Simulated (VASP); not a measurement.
A run of VASP 6.6.1 is set up as follows.

INCAR

```
  PREC = Accurate
  ENCUT = 630
  EDIFF = 1E-6
  ISMEAR = 0
  SIGMA = 0.05
  LREAL = False
  LASPH = True
  NELM = 120
  ALGO = Normal
  ISIF = 2
  LWAVE = False
  LCHARG = False
  NBANDS = 16
  GGA_COMPAT = False
```

Contents of KPOINTS:

```
Automatic mesh
0
Gamma
  19 19 19
```

File POSCAR:

```
Cd
1.0
   -1.6820428408      1.6820428408      1.6820428408
    1.6820428408     -1.6820428408      1.6820428408
    1.6820428408      1.6820428408     -1.6820428408
Cd
1
Direct
    0.0000000000      0.0000000000      0.0000000000
```

Potentials or basis: VASP PAW LDA potentials, release 64 (Cd_sv_GW).

Run with:

```sh
$ cat potpaw_LDA.64/Cd_sv_GW/POTCAR > POTCAR
$ mpirun -np 1 vasp_std > vasp.out
```

(1) What does it give for the pressure?

(2) What does it give for the band gap on the k mesh?

Answers

(1) 4.9 GPa.

(2) zero (bands 10 and 11 overlap by 3.68 eV).

Caveat: the cell stands under pressure.
